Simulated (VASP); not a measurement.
Set up this calculation in VASP 6.6.1, as the native input.

```
Task                   : single point
Functional             : r2SCAN
Potentials or basis    : VASP PAW PBE potentials, release 64 (W_sv, O_h)
Cutoff                 : 910 eV
k mesh                 : 14 × 14 × 14
Occupations            : gaussian, width 0.1 eV
Spin                   : no spin polarisation
Hubbard terms          : W d U = 6.2 eV
Dipole correction      : no
Further INCAR settings : ALGO = Normal; EDIFF = 1e-06; NBANDS = 17
```

WO:

```
W O
1.0
     2.91456    0.00000    0.00000
     0.00000    2.91456    0.00000
     0.00000    0.00000    2.91456
W O
1 1
Direct
  0.00000 0.00000 0.00000
  0.50000 0.50000 0.50000
```

These files were run (other wordings do the same):

POSCAR

```
WO
1.0
    2.9145613536      0.0000000000      0.0000000000
    0.0000000000      2.9145613536      0.0000000000
    0.0000000000      0.0000000000      2.9145613536
W O
1 1
Direct
    0.0000000000      0.0000000000      0.0000000000
    0.5000000000      0.5000000000      0.5000000000
```

INCAR.step1

```
SYSTEM = WO
PREC = Accurate ; ENCUT = 910
ISMEAR = 0 ; SIGMA = 0.1
LREAL = .False. ; LASPH = .True.
NELM = 200 ; LMAXMIX = 4
LDAU = .True. ; LDAUTYPE = 2
LDAUL = 2 -1 ; LDAUU = 6.2 0
LDAUJ = 0 0 ; NBANDS = 17
GGA = PE ; ALGO = Normal
EDIFF = 1E-5 ; LWAVE = .True.
LCHARG = .False. ; GGA_COMPAT = .False.
```

INCAR.step2

```
SYSTEM = WO
PREC = Accurate ; ENCUT = 910
EDIFF = 1E-6 ; ISMEAR = 0
SIGMA = 0.1 ; LREAL = .False.
LASPH = .True. ; NELM = 200
ALGO = Normal ; ISIF = 2
LWAVE = .False. ; LCHARG = .False.
LMAXMIX = 4 ; LDAU = .True.
LDAUTYPE = 2 ; LDAUL = 2 -1
LDAUU = 6.2 0 ; LDAUJ = 0 0
LDAUPRINT = 1 ; METAGGA = R2SCAN
LMIXTAU = .True. ; NBANDS = 17
ISTART = 1 ; GGA_COMPAT = .False.
```

KPOINTS

```
Automatic mesh
0
Gamma
  14 14 14
  0 0 0
```

Potentials or basis: VASP PAW PBE potentials, release 64 (W_sv, O_h).

Run with:

```sh
$ cat potpaw_PBE.64/W_sv/POTCAR potpaw_PBE.64/O_h/POTCAR > POTCAR
$ cp INCAR.step1 INCAR
$ mpirun -np 1 vasp_std > vasp.out
$ cp INCAR.step2 INCAR
$ mpirun -np 1 vasp_std > vasp.out
```

It gave:

```
Pressure               : -7.9 GPa
Band gap on the k mesh : zero (bands 10 and 11 overlap by 5.16 eV)
```

Caveat: the cutoff is under 1.25 times the usual one of these potentials, so pressure, stress and relaxed cells hold a basis-set (Pulay) error; the cell stands under tension; the PAW data sets were made with another functional, which shifts forces and pressure a little; spin-orbit coupling is left out, which moves the levels of the heavy elements; U without spin polarisation on a metal has little footing.

It took 4.8 min on 1 thread of Intel(R) Xeon(R) Platinum 8488C (Sapphire Rapids) (shared host), peak memory 0.26 GiB.
